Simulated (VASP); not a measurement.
A run of VASP 6.6.1 is set up as follows.

File INCAR:

```
SYSTEM = Mg5CdTe6
ALGO = Normal
EDIFF = 1E-7
ENCUT = 520
GGA = PE
ISIF = 2
ISMEAR = 0
LASPH = .True.
LCHARG = .False.
LREAL = .False.
LWAVE = .False.
NBANDS = 41
NELM = 100
PREC = Accurate
SIGMA = 0.02
```

The input KPOINTS:

```
k-points
0
Gamma
  12 12 2
  0 0 0
```

File POSCAR:

```
Mg5CdTe6
1.0
    4.2573004189      0.0000000000      0.0000000000
   -2.1286502095      3.6869303143      0.0000000000
    0.0000000000      0.0000000000     20.7418827571
Mg Cd Te
5 1 6
Direct
    0.0000000000      0.0000000000      0.3345346562
    0.0000000000      0.0000000000      0.6654653438
    0.0000000000      0.0000000000      0.8311003783
    0.0000000000      0.0000000000      0.1688996217
    0.0000000000      0.0000000000      0.5000000000
    0.0000000000      0.0000000000      0.0000000000
    0.3333333333      0.6666666667      0.9127610082
    0.3333333333      0.6666666667      0.2518847282
    0.3333333333      0.6666666667      0.5827522787
    0.6666666667      0.3333333333      0.0872389918
    0.6666666667      0.3333333333      0.4172477213
    0.6666666667      0.3333333333      0.7481152718
```

Potentials or basis: VASP PAW PBE potentials, release 64 (Mg, Cd, Te).

The run is started by

```sh
$ cat potpaw_PBE.64/Mg/POTCAR potpaw_PBE.64/Cd/POTCAR potpaw_PBE.64/Te/POTCAR > POTCAR
$ mpirun -np 1 vasp_std > vasp.out
```

What does it give for the band gap on the k mesh?

0.46 eV (least direct gap 1.17 eV).

Estimate the pressure.

-0.1 GPa.

Predict the largest force.

0.016 eV/Å.

Forces in eV/Å, atoms in the order of the input:
```
Mg   0.000  0.000  0.005
Mg   0.000  0.000 -0.005
Mg   0.000  0.000  0.005
Mg   0.000  0.000 -0.005
Mg   0.000  0.000  0.000
Cd   0.000  0.000  0.000
Te   0.000  0.000 -0.016
Te   0.000  0.000  0.004
Te   0.000  0.000 -0.003
Te   0.000  0.000  0.016
Te   0.000  0.000  0.003
Te   0.000  0.000 -0.004
```

Caveat: spin-orbit coupling is left out, which moves the levels of the heavy elements. A k mesh can miss the band edges.
